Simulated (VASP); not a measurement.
# AlN: single point with PBEsol

AlN:

```
CELL_PARAMETERS angstrom
3.15767 0.00000 0.00000
-1.57883 2.73462 0.00000
0.00000 0.00000 4.90333
ATOMIC_POSITIONS crystal
Al 0.33333 0.66667 0.00000
Al 0.66667 0.33333 0.50000
N 0.33333 0.66667 0.38500
N 0.66667 0.33333 0.88500
```

This cell differs from its parent crystal: strain +0.015 along x and y, -0.015 along z.

```yaml
Program: VASP 6.6.1
Task: single point
Functional: PBEsol
Potentials_or_basis: VASP PAW PBE potentials, release 64 (Al, N)
Cutoff: 520 eV
k_mesh: 9 × 9 × 6
Occupations: gaussian, width 0.05 eV
Spin: no spin polarisation
Dipole_correction: no
Further_INCAR_settings: ALGO = Normal; EDIFF = 1e-06; NBANDS = 16
```

```yaml
Pressure: -2.7 GPa
Largest_force: 0.181 eV/Å
Band_gap_on_the_k_mesh: 3.88 eV, direct
```

Forces in eV/Å, atoms in the order of the input:
```
Al   0.000  0.000 -0.181
Al   0.000  0.000 -0.181
N    0.000  0.000  0.181
N    0.000  0.000  0.181
```

Stress tensor (GPa, compression positive):
```
-5.88  0.00  0.00
 0.00 -5.88  0.00
 0.00  0.00  3.81
```

Levels at points of the mesh, in eV from the valence-band top:
| k point | band 5 | band 6 | band 7 | band 8 | band 9 | band 10 | band 11 | band 12 |
| --- | --- | --- | --- | --- | --- | --- | --- | --- |
| (0.00, 0.00, 0.00) | -1.14 | -0.40 | -0.40 | 0.00 | 3.88 | 6.04 | 10.44 | 10.52 |
| (0.00, 0.00, 0.50) | -0.79 | -0.79 | -0.79 | -0.79 | 6.03 | 6.03 | 10.10 | 10.10 |

It used 30 s of CPU time on 1 thread of AMD EPYC 7R13 Processor (Zen 3), on a shared host.

Caveat: the cell differs from its parent crystal (strain +0.015 along x and y, -0.015 along z); the PAW data sets were made with another functional, which shifts forces and pressure a little. A k mesh can miss the band edges.
